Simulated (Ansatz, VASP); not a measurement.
**Rh: VASP beside Ansatz**

Contents of POSCAR:

```
Rh
1.0
    0.0000000000      1.8978500000      1.8978500000
    1.8978500000      0.0000000000      1.8978500000
    1.8978500000      1.8978500000      0.0000000000
Rh
1
Direct
    0.0000000000      0.0000000000      0.0000000000
```

The input INCAR.step1:

```
PREC     = Accurate       # precision mode
ENCUT    = 600            # plane-wave cutoff, eV
ISMEAR   = -1             # smearing method
SIGMA    = 0.05           # smearing width, eV
LREAL    = False          # projectors in reciprocal space
LASPH    = True           # aspherical terms in the spheres
NELM     = 60             # most SCF steps
GGA      = PE             # functional
ALGO     = Normal         # electronic algorithm
EDIFF    = 1E-4           # SCF threshold, eV
LWAVE    = True           # write WAVECAR
LCHARG   = False          # write CHGCAR
```

INCAR.step2

```
PREC     = Accurate       # precision mode
ENCUT    = 600            # plane-wave cutoff, eV
EDIFF    = 1E-6           # SCF threshold, eV
ISMEAR   = -1             # smearing method
SIGMA    = 0.05           # smearing width, eV
LREAL    = False          # projectors in reciprocal space
LASPH    = True           # aspherical terms in the spheres
NELM     = 60             # most SCF steps
ALGO     = Normal         # electronic algorithm
ISIF     = 3              # what is computed and relaxed
LWAVE    = False          # write WAVECAR
LCHARG   = False          # write CHGCAR
METAGGA  = R2SCAN         # meta-GGA
LMIXTAU  = True         
IBRION   = 2              # ionic algorithm
NSW      = 60             # ionic steps
EDIFFG   = -0.01          # ionic threshold
ISTART   = 1
```

The input KPOINTS:

```
regular mesh
0
Gamma
  12 12 12
```

input.yaml

```yaml
crystal:
  lattice:
    - [0.0, 1.89785, 1.89785]
    - [1.89785, 0.0, 1.89785]
    - [1.89785, 1.89785, 0.0]
  atoms:
    - { symbol: Rh, position: [0.0, 0.0, 0.0] }
hamiltonian:
  xc: r2scan
  pseudopotentials: { kind: paw }
kpoints:
  mp_grid: { grid: [12, 12, 12] }
scf:
  occupations: { method: fermi_dirac, width: 0.05 }
output:
  forces: true
  stress: true
  eigenvalues: true
relax:
  f_tol: 0.01
  max_steps: 40
  cell: { stress_tol: 0.05 }
```

Alike in both runs: task relaxation of cell and atoms; functional r2SCAN; k mesh 12 × 12 × 12; occupations fermi-dirac, width 0.05 eV; no spin polarisation.

|  | VASP | Ansatz |
| --- | --- | --- |
| version | VASP 6.6.1 | Ansatz 0.2.0 |
| potentials or method | VASP PAW PBE potentials, release 64 (Rh_pv) | Ansatz PAW |
| plane-wave cutoff (eV) | 600 | 500 |
| valence electrons in the cell | 15 | 17 |

Ansatz gave:

* gap on the k mesh at the Fermi level, each at its own relaxed structure (eV): none
* relaxed volume (Å³/atom): 13.71
* relaxed cell length with the largest relative difference (Å): 2.687

Question: Estimate VASP's values.

Answer: gap on the k mesh at the Fermi level, each at its own relaxed structure (eV): none; relaxed volume (Å³/atom): 13.76; relaxed cell length with the largest relative difference (Å): 2.690.

VASP's potentials were made for PBE, not for r2SCAN. A gap of «none» marks a metal or a gap that the smearing closes. VASP's potentials hold 15 valence electrons a cell and Ansatz's 17, so a difference there can come from the potentials and not from the codes.

Noted on Ansatz's run: the plane-wave basis is chosen anew once the cell has moved, so the energies of steps on either side of that aren't comparable.
